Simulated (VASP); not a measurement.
A run of VASP 6.6.1 is set up as follows.

File INCAR:

```
SYSTEM = ZnS
PREC = Accurate
ENCUT = 520
EDIFF = 1E-7
ISMEAR = 0
SIGMA = 0.05
LREAL = .FALSE.
LASPH = .TRUE.
NELM = 100
ALGO = Normal
ISIF = 2
LWAVE = .FALSE.
LCHARG = .FALSE.
GGA = CA
NBANDS = 26
```

The input KPOINTS:

```
regular mesh
0
G
  12 12 6
  0 0 0
```

Contents of POSCAR:

```
ZnS
1.0
    3.8109987816      0.0000000000      0.0000000000
   -1.9054993908      3.3004217586      0.0000000000
    0.0000000000      0.0000000000      6.2340000000
Zn S
2 2
Direct
    0.3333333333      0.6666666667      0.0000000000
    0.6666666667      0.3333333333      0.5000000000
    0.3333333333      0.6666666667      0.3850000000
    0.6666666667      0.3333333333      0.8850000000
```

Potentials or basis: VASP PAW LDA potentials, release 64 (Zn, S).

The run is started by

```sh
$ cat potpaw_LDA.64/Zn/POTCAR potpaw_LDA.64/S/POTCAR > POTCAR
$ mpirun -np 1 vasp_std > vasp.out
```

(1) Estimate the largest force.

(2) Estimate the band gap on the k mesh.

(3) What does it give for the pressure?

Answers

(1) 0.298 eV/Å.

(2) 2.02 eV.

(3) -3.7 GPa.

Caveat: the cell stands under tension.
